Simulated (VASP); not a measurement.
**CuAu: single point with PBEsol**

CuAu:

```
CELL_PARAMETERS angstrom
2.80000 0.00000 0.00000
0.00000 2.80000 0.00000
0.00000 0.00000 3.67000
ATOMIC_POSITIONS crystal
Cu 0.50000 0.50000 0.50000
Au 0.00000 0.00000 0.00000
```

```json
{"Program": "VASP 6.6.1", "Task": "single point", "Functional": "PBEsol", "Potentials or basis": "VASP PAW PBE potentials, release 64 (Cu, Au)", "Cutoff": "520 eV", "k mesh": "6 × 6 × 4", "Occupations": "gaussian, width 0.1 eV", "Spin": "no spin polarisation"}
```

| Item | Value |
| --- | --- |
| Pressure | -1.4 GPa |
| Band gap on the k mesh | zero (band 11 reaches 14.10 eV, above the bottom of band 12 at 6.73 eV) |

Stress tensor (GPa, compression positive):
```
-0.35  0.00  0.00
 0.00 -0.35  0.00
 0.00  0.00 -3.53
```

Levels at points of the mesh, in eV from the Fermi level:
```tsv
k point	band 8	band 9	band 10	band 11	band 12	band 13	band 14	band 15
(0.00, 0.00, 0.00)	-2.14	-1.69	-1.46	-1.46	2.04	8.11	10.02	10.02
(0.50, 0.00, 0.00)	-2.99	-2.42	-2.21	-0.86	-0.13	9.43	9.52	11.40
(0.50, 0.50, 0.00)	-1.63	-1.36	-1.36	0.59	0.59	5.19	6.94	10.08
(0.00, 0.00, 0.50)	-2.74	-2.36	-2.34	-2.34	-1.99	14.38	14.63	14.63
(0.50, 0.00, 0.50)	-1.72	-1.59	-1.55	-1.14	-1.14	2.71	4.45	15.89
(0.50, 0.50, 0.50)	-2.15	-1.63	-1.63	5.39	5.49	5.49	6.21	6.90
```

Run time: 6.8 s on 1 thread of Intel(R) Xeon(R) 6975P-C (Granite Rapids), on a shared host, peak memory 0.15 GiB.

Caveat: the k points lie up to 0.43 Å⁻¹ apart; the PAW data sets were made with another functional, which shifts forces and pressure a little; spin-orbit coupling is left out, which moves the levels of the heavy elements.
